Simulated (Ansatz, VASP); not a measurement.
W2C: VASP beside Ansatz

```
CELL_PARAMETERS angstrom
3.07005 0.00000 0.00000
-1.53502 2.65874 0.00000
0.00000 0.00000 4.67843
ATOMIC_POSITIONS crystal
W 0.33333 0.66667 0.74633
W 0.66667 0.33333 0.25367
C 0.00000 0.00000 0.00000
```

Alike in both runs: task single point; functional PBE; k mesh 6 × 6 × 4; occupations gaussian, width 0.1 eV; no spin polarisation.

```csv
,VASP,Ansatz
version,VASP 6.6.1,Ansatz 0.2.0
potentials or method,"VASP PAW PBE potentials, release 64 (W_sv, C), cutoff 600 eV","scalar-relativistic, plane waves, PAW"
valence electrons in the cell,32,32
```

```tsv
	VASP	Ansatz	Ansatz less VASP
gap on the k mesh at the Fermi level (eV)	none	none	-
pressure (GPa)	-1.2	-1.9	-0.68
traceless stress, the component that is largest in VASP (GPa)	-1.09	-1.06	+0.027
rms of the force components (eV/Å)	0.056	0.081	+0.0246
```

Atom by atom the forces differ by 0.025 eV/Å (rms over components). A gap of «none» marks a metal or a gap that the smearing closes. With one functional, cell and mesh, what is left measures potentials, basis and numerics.

The k mesh is coarse, so the values compare programs but aren't converged. Spin-orbit coupling is off throughout.
